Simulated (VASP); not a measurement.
Write the native input for VASP 6.6.1 that does the following.

```yaml
Task: single point
Functional: PBE
Potentials_or_basis: VASP PAW PBE potentials, release 64 (Be, H)
Cutoff: 520 eV
k_mesh: 4 × 4 × 3
Occupations: fermi-dirac, width 0.05 eV
Spin: no spin polarisation
Dipole_correction: no
Further_INCAR_settings: LREAL = Auto; ALGO = Normal; EDIFF = 1e-06; NBANDS = 30
```

The structure of Be16H (a cell with a defect) lies in POSCAR:

```
Be16H
1.0
   -2.2900000000     -3.9663960000      0.0000000000
    3.4350000000     -1.9831980000      0.0000000000
    0.0000000000      0.0000000000      7.1768600000
Be H
16 1
Direct
    0.7516483198      0.4737626353     -0.0256658204
    0.4746823191      0.3888275141      0.1901667303
    0.7308574959      0.4723329449      0.5213840036
    0.5221033652      0.3136002056      0.7493806484
    0.4885058124     -0.0306613361     -0.0258748255
    0.2567984722      0.8440082973      0.2052011604
    0.4813337259      0.0320390778      0.5453220489
    0.2530606827      0.7668730607      0.7818739672
    0.2816319378      0.5028929076     -0.0118018186
    0.0284542176      0.3570189689      0.2625939478
    0.2840716773      0.5970958198      0.5297024047
    0.0157460959      0.3587361163      0.7562499477
   -0.0114594900     -0.0495901694     -0.0163302614
    0.7744664272      0.8027738335      0.2628029528
   -0.0698201670     -0.0021508537      0.5266369972
    0.7390947185      0.8413469885      0.7473741999
    0.2341171881      0.1634725941      0.3812670165
```

One way to write it, as run:

INCAR

```
  ALGO = Normal
  EDIFF = 1E-6
  ENCUT = 520
  GGA = PE
  ISIF = 2
  ISMEAR = -1
  LASPH = True
  LCHARG = False
  LREAL = Auto
  LWAVE = False
  NBANDS = 30
  NELM = 100
  PREC = Accurate
  SIGMA = 0.05
```

KPOINTS

```
k-points
0
Gamma
  4 4 3
```

Potentials or basis: VASP PAW PBE potentials, release 64 (Be, H).

The run is started by

```sh
$ cat potpaw_PBE.64/Be/POTCAR potpaw_PBE.64/H/POTCAR > POTCAR
$ mpirun -np 1 vasp_std > vasp.out
```

It gave:

* Pressure: 10.8 GPa
* Largest force: 4.422 eV/Å

Caveat: the k points lie up to 0.40 Å⁻¹ apart.

It took 92 s on 1 thread of AMD EPYC 9R45 96-Core Processor (Zen 5), on a shared host, peak memory 0.22 GiB.
